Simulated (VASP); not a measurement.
Set up this calculation in VASP 6.6.1, as the native input.

```
Task                   : single point
Functional             : PBE
Potentials or basis    : VASP PAW PBE potentials, release 64 (Mg, O)
Cutoff                 : 600 eV
k mesh                 : 10 × 10 × 10
Occupations            : gaussian, width 0.05 eV
Spin                   : no spin polarisation
Dipole correction      : no
Further INCAR settings : ALGO = Normal; EDIFF = 1e-06; NBANDS = 11
```

The structure of MgO lies in POSCAR:

```
MgO
1.0
    0.0000000000      2.1448745921      2.1448745921
    2.1448745921      0.0000000000      2.1448745921
    2.1448745921      2.1448745921      0.0000000000
Mg O
1 1
Direct
    0.0266123684      0.0266123684     -0.0266123684
    0.4595716224      0.4595716224      0.5404283776
```

These files were run (other wordings do the same):

INCAR

```
SYSTEM = MgO
PREC = Accurate
ENCUT = 600
EDIFF = 1E-6
ISMEAR = 0
SIGMA = 0.05
LREAL = .FALSE.
LASPH = .TRUE.
NELM = 120
ALGO = Normal
ISIF = 2
LWAVE = .FALSE.
LCHARG = .FALSE.
GGA = PE
NBANDS = 11
GGA_COMPAT = .FALSE.
```

KPOINTS

```
regular mesh
0
G
  10 10 10
  0 0 0
```

Potentials or basis: VASP PAW PBE potentials, release 64 (Mg, O).

Run with:

```console
$ cat potpaw_PBE.64/Mg/POTCAR potpaw_PBE.64/O/POTCAR > POTCAR
$ mpirun -np 1 vasp_std > vasp.out
```

It gave:

```json
{
 "Pressure": "3.0 GPa",
 "Largest force": "2.057 eV/Å",
 "Band gap on the k mesh": "4.20 eV, direct"
}
```

Caveat: forces of over 1 eV/Å act on the atoms, so gaps and moduli don't describe the material at rest.

Wall time 7.4 s on 1 thread of Intel(R) Xeon(R) 6975P-C (Granite Rapids), on a shared host, peak memory 0.15 GiB.
